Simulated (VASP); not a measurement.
**K: single point with PBE**

K:

```
CELL_PARAMETERS angstrom
4.42051 0.00000 0.00000
-2.21025 3.82827 0.00000
0.00000 0.00000 4.14652
ATOMIC_POSITIONS crystal
K 0.00000 0.00000 0.00000
```

```json
{"Program": "VASP 6.6.1", "Task": "single point", "Functional": "PBE", "Potentials or basis": "VASP PAW PBE potentials, release 64 (K_sv)", "Cutoff": "520 eV", "k mesh": "10 × 10 × 9", "Occupations": "fermi-dirac, width 0.05 eV", "Spin": "no spin polarisation", "Dipole correction": "no", "Further INCAR settings": "ALGO = Normal; EDIFF = 1e-07; NBANDS = 10"}
```

```yaml
Pressure: 0.3 GPa
```

Levels at points of the mesh, in eV from the Fermi level:
```tsv
k point	band 3	band 4	band 5	band 6	band 7	band 8
(0.00, 0.00, 0.00)	-15.66	-15.65	-2.24	3.00	4.21	4.21
(0.50, 0.00, 0.00)	-15.68	-15.64	0.28	0.49	3.03	4.92
```

Wall time 39 s on 1 thread of Intel(R) Xeon(R) Platinum 8259CL CPU @ 2.50GHz (Skylake/Cascade Lake), with other jobs on the host, peak memory 0.2 GiB.
